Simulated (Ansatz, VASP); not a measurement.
## One calculation of Co, two programs

```
Co
1.0
     2.50740    0.00000    0.00000
    -1.25370    2.17147    0.00000
     0.00000    0.00000    4.06990
Co
2
Direct
  0.33333 0.66667 0.25000
  0.66667 0.33333 0.75000
```

Alike in both runs: functional PBE; k mesh 15 × 15 × 8; occupations fermi-dirac, width 0.05 eV; collinear spin.

Ansatz relaxed the structure, and its values are those at the end. VASP's run is a single point on that final structure, the one shown.

|  | VASP | Ansatz |
| --- | --- | --- |
| version | VASP 6.6.1 | Ansatz 0.2.0 |
| potentials or method | VASP PAW PBE potentials, release 64 (Co) | plane-wave PAW, scalar-relativistic |
| plane-wave cutoff (eV) | 520 | 420 |
| valence electrons in the cell | 18 | 34 |

Ansatz gave:

- pressure (GPa): -3.9
- net moment per atom (μB): 1.64
- size of the moment on the site where the two differ most (μB): 1.72

Estimate VASP's values.

pressure (GPa): -4.5; net moment per atom (μB): 1.64; size of the moment on the site where the two differ most (μB): 1.66.

Site moments also hang on the region over which each program counts them. With one functional, cell and mesh, what is left measures potentials, basis and numerics. VASP's potentials hold 18 valence electrons a cell and Ansatz's 34, so a difference there can come from the potentials and not from the codes. Ansatz's warnings: stress scf threshold loose.
